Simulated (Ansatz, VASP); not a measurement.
One calculation of Te2Mo, two programs

File INCAR:

```
SYSTEM = Te2Mo
PREC     = Accurate       ! precision mode
ENCUT    = 520            ! plane-wave cutoff, eV
EDIFF    = 1E-6           ! SCF threshold, eV
ISMEAR   = 0              ! smearing method
SIGMA    = 0.02           ! smearing width, eV
LREAL    = .FALSE.        ! projectors in reciprocal space
LASPH    = .TRUE.         ! aspherical terms in the spheres
NELM     = 80             ! most SCF steps
ALGO     = Normal         ! electronic algorithm
ISIF     = 2              ! what is computed and relaxed
LWAVE    = .FALSE.        ! write WAVECAR
LCHARG   = .TRUE.         ! write CHGCAR
LDIPOL   = .TRUE.       
IDIPOL   = 3            
DIPOL    = 0.5 0.5 0.500
GGA      = PE             ! functional
IVDW     = 12             ! dispersion correction
LELF     = .TRUE.         ! ELF
LVHAR    = .TRUE.       
LVACPOTAV= .TRUE.       
NBANDS   = 20             ! bands
```

Contents of KPOINTS:

```
Automatic mesh
0
G
  9 9 1
  0 0 0
```

The input POSCAR:

```
Te2Mo
1.0
    3.5038241256      0.0000000000      0.0000000000
   -1.7519120628      3.0344007031      0.0000000000
    0.0000000000      0.0000000000     33.2702847815
Te Mo
2 1
Direct
    0.3333333333      0.6666666667      0.4453867173
    0.3333333333      0.6666666667      0.5546132827
    0.6666666667      0.3333333333      0.5000000000
```

Input for Ansatz:

```yaml
crystal:
  lattice:
    - [3.5038241256, 0.0, 0.0]
    - [-1.7519120628, 3.0344007031, 0.0]
    - [0.0, 0.0, 33.2702847815]
  atoms:
    - { symbol: Te, position: [0.3333333333, 0.6666666667, 0.4453867173] }
    - { symbol: Mo, position: [0.6666666667, 0.3333333333, 0.5] }
    - { symbol: Te, position: [0.3333333333, 0.6666666667, 0.5546132827] }
  periodic: [true, true, false]
basis:
  ecutwfc: 420
kpoints:
  mp_grid: { grid: [9, 9, 1] }
  band_path:
    path:
      - [0.0, 0.0, 0.0]
      - [0.05, 0.0, 0.0]
      - [0.1, 0.0, 0.0]
      - [0.15, 0.0, 0.0]
      - [0.2, 0.0, 0.0]
      - [0.25, 0.0, 0.0]
      - [0.3, 0.0, 0.0]
      - [0.35, 0.0, 0.0]
      - [0.4, 0.0, 0.0]
      - [0.45, 0.0, 0.0]
      - [0.5, 0.0, 0.0]
      - [0.4833333333, 0.0333333333, 0.0]
      - [0.4666666667, 0.0666666667, 0.0]
      - [0.45, 0.1, 0.0]
      - [0.4333333333, 0.1333333333, 0.0]
      - [0.4166666667, 0.1666666667, 0.0]
      - [0.4, 0.2, 0.0]
      - [0.3833333333, 0.2333333333, 0.0]
      - [0.3666666667, 0.2666666667, 0.0]
      - [0.35, 0.3, 0.0]
      - [0.3333333333, 0.3333333333, 0.0]
      - [0.3, 0.3, 0.0]
      - [0.2666666667, 0.2666666667, 0.0]
      - [0.2333333333, 0.2333333333, 0.0]
      - [0.2, 0.2, 0.0]
      - [0.1666666667, 0.1666666667, 0.0]
      - [0.1333333333, 0.1333333333, 0.0]
      - [0.1, 0.1, 0.0]
      - [0.0666666667, 0.0666666667, 0.0]
      - [0.0333333333, 0.0333333333, 0.0]
    npoints: 1
hamiltonian:
  xc: pbe
  dispersion: d3bj
scf:
  occupations: { method: gaussian, width: 0.02 }
  n_extra_bands: 6
output:
  forces: true
  stress: true
  eigenvalues: true
  write_density: true
  write_potential: true
  elf: true
  volumetric_format: npy
```

Alike in both runs: task single point; functional PBE; dispersion D3(BJ); k mesh 9 × 9 × 1; occupations gaussian, width 0.02 eV; no spin polarisation.

|  | VASP | Ansatz |
| --- | --- | --- |
| version | VASP 6.6.1 | Ansatz 0.2.0 |
| potentials or method | VASP PAW PBE potentials, release 64 (Te, Mo_sv), cutoff 520 eV | scalar-relativistic, plane waves, PAW |
| valence electrons in the cell | 26 | 46 |

|  | VASP | Ansatz | Ansatz less VASP |
| --- | --- | --- | --- |
| gap on the k mesh at the Fermi level (eV) | 1.19 | 1.19 | +0.001 |
| least direct gap on the mesh (eV) | 1.19 | 1.19 | +0.001 |
| rms of the force components (eV/Å) | 0.006 | 0.000 | -0.0059 |

VASP's potentials hold 26 valence electrons a cell and Ansatz's 46, so a difference there can come from the potentials and not from the codes. Ansatz's warnings: xc potential rough in thin density.

Neither program's run includes spin-orbit coupling.
